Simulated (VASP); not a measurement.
Write the native input for VASP 6.6.1 that does the following.

| Property | Result |
| --- | --- |
| Task | single point |
| Functional | PBE |
| Potentials or basis | VASP PAW PBE potentials, release 64 (Mn_pv) |
| Cutoff | 500 eV |
| k mesh | 8 × 8 × 8 |
| Occupations | tetrahedron |
| Spin | collinear spin, ferromagnetic start |
| Starting moments | [0.76] μB |
| Dipole correction | no |
| Further INCAR settings | ALGO = Normal; EDIFF = 1e-06; NBANDS = 16 |

The structure of Mn lies in POSCAR:

```
Mn
1.0
   -1.3932737400      1.3932737400      1.3932737400
    1.3932737400     -1.3932737400      1.3932737400
    1.3932737400      1.3932737400     -1.3932737400
Mn
1
Direct
    0.0000000000      0.0000000000      0.0000000000
```

The input as run:

INCAR

```
ALGO     = Normal         # electronic algorithm
EDIFF    = 1E-6           # SCF threshold, eV
ENCUT    = 500            # plane-wave cutoff, eV
GGA      = PE             # functional
GGA_COMPAT= False        
ISIF     = 2              # what is computed and relaxed
ISMEAR   = -4             # smearing method
ISPIN    = 2              # spin polarisation
LASPH    = True           # aspherical terms in the spheres
LCHARG   = True           # write CHGCAR
LELF     = True           # ELF
LMAXMIX  = 4              # l up to which the mixer works
LORBIT   = 11             # projections on sites
LREAL    = False          # projectors in reciprocal space
LVHAR    = True         
LWAVE    = False          # write WAVECAR
MAGMOM   = 0.76           # initial moments
NBANDS   = 16             # bands
NELM     = 200            # most SCF steps
PREC     = Accurate       # precision mode
SIGMA    = 0.1            # smearing width, eV
```

KPOINTS

```
k-points
0
Gamma
  8 8 8
```

Potentials or basis: VASP PAW PBE potentials, release 64 (Mn_pv).

The run is started by

```bash
$ cat potpaw_PBE.64/Mn_pv/POTCAR > POTCAR
$ mpirun -np 1 vasp_std > vasp.out
```

It gave:

| Quantity | Value |
| --- | --- |
| Pressure | 5.0 GPa |
| Net moment | 0.94 μB per cell |
| Site moments | Mn +0.94 μB |
| Valence electrons inside the program's atomic spheres | Mn 11.96 |

Caveat: the k points lie up to 0.40 Å⁻¹ apart.

It used 15 s of CPU time on 1 thread of AMD EPYC 7R13 Processor (Zen 3), on a shared host.
